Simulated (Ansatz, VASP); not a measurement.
Two plane-wave programs on W

```
W
1.0
     5.47220    0.00000    0.00000
    -1.82407    5.15924    0.00000
     0.00000    0.00000   22.84083
W
12
Direct
  0.25000 0.25000 0.35025
  0.25000 0.75000 0.35025
  0.75000 0.25000 0.35025
  0.75000 0.75000 0.35025
  0.50183 0.49872 0.44617
  0.50271 0.99726 0.44479
  0.00064 0.49937 0.44569
  0.00124 0.99817 0.44618
  0.74734 0.75266 0.54249
  0.75540 0.24736 0.54293
  0.25282 0.74452 0.54294
  0.25689 0.24307 0.54034
```

Alike in both runs: task single point; functional PBE; dispersion D3(BJ); k mesh 4 × 4 × 1; occupations gaussian, width 0.1 eV; no spin polarisation.

|  | VASP | Ansatz |
| --- | --- | --- |
| version | VASP 6.6.1 | Ansatz 0.2.0 |
| potentials or method | VASP PAW PBE potentials, release 64 (W_sv), cutoff 520 eV | scalar-relativistic, plane waves, PAW |
| valence electrons in the cell | 168 | 168 |

```csv
,VASP,Ansatz,Ansatz less VASP
gap on the k mesh at the Fermi level (eV),none,none,-
rms of the force components (eV/Å),0.180,0.180,-0.0001
```

Atom by atom the forces differ by 0.017 eV/Å (rms over components). A gap of «none» marks a metal or a gap that the smearing closes.

Neither program's run includes spin-orbit coupling.
